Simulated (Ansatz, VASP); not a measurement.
**Cu in VASP and in Ansatz**

The input INCAR:

```
SYSTEM = Cu
  ALGO = Normal
  DIPOL = 0.5 0.5 0.500
  EDIFF = 1E-7
  ENCUT = 520
  GGA = CA
  IDIPOL = 3
  ISIF = 2
  ISMEAR = -1
  LASPH = .True.
  LCHARG = .True.
  LDIPOL = .True.
  LELF = .True.
  LREAL = .False.
  LVACPOTAV = .True.
  LVHAR = .True.
  LWAVE = .False.
  NBANDS = 36
  NELM = 100
  PREC = Accurate
  SIGMA = 0.08
```

KPOINTS

```
k-points
0
Gamma
  15 10 1
  0 0 0
```

The input POSCAR:

```
Cu
1.0
    2.4875465902      0.0000000000      0.0000000000
    0.0000000000      3.5179221248      0.0000000000
    0.0000000000      0.0000000000     13.7918000000
Cu
5
Direct
    0.0000000000      0.0000000000      0.3262790901
    0.5000000000      0.5000000000      0.4074675462
    0.0000000000      0.0000000000      0.4999999991
    0.5000000000      0.5000000000      0.5925324667
    0.0000000000      0.0000000000      0.6737209099
```

Input for Ansatz:

```yaml
crystal:
  lattice:
    - [2.4875465902, 0.0, 0.0]
    - [0.0, 3.5179221248, 0.0]
    - [0.0, 0.0, 13.7918]
  atoms:
    - { symbol: Cu, position: [0.0, 0.0, 0.3262790901] }
    - { symbol: Cu, position: [0.5, 0.5, 0.4074675462] }
    - { symbol: Cu, position: [0.0, 0.0, 0.4999999991] }
    - { symbol: Cu, position: [0.5, 0.5, 0.5925324667] }
    - { symbol: Cu, position: [0.0, 0.0, 0.6737209099] }
kpoints:
  mp_grid: { grid: [15, 10, 1] }
scf:
  occupations: { method: fermi_dirac, width: 0.08 }
hamiltonian:
  xc: lda
  pseudopotentials: { kind: all_electron, lapw: { basis_error: 0.001 } }
output:
  forces: true
  stress: true
  eigenvalues: true
efield:
  axis: 3
  amplitude: 0
  dipole_correction: true
```

Alike in both runs: task single point; functional LDA; k mesh 15 × 10 × 1; occupations fermi-dirac, width 0.08 eV; no spin polarisation.

```csv
,VASP,Ansatz
version,VASP 6.6.1,Ansatz 0.2.0
potentials or method,"VASP PAW LDA potentials, release 64 (Cu), cutoff 520 eV","all-electron LAPW, scalar-relativistic"
```

VASP gave:

```
rms of the force components (eV/Å) : 0.018
```

**Question.** Which values does Ansatz return?

**Answer.** rms of the force components (eV/Å): 0.001.

LDA's correlation is that of Perdew and Zunger in VASP and of Perdew and Wang (1992) in Ansatz. Atom by atom the forces differ by 0.018 eV/Å (rms over components). Ansatz ran all-electron here, and VASP with PAW potentials. Ansatz's warnings: vacuum density over bound.
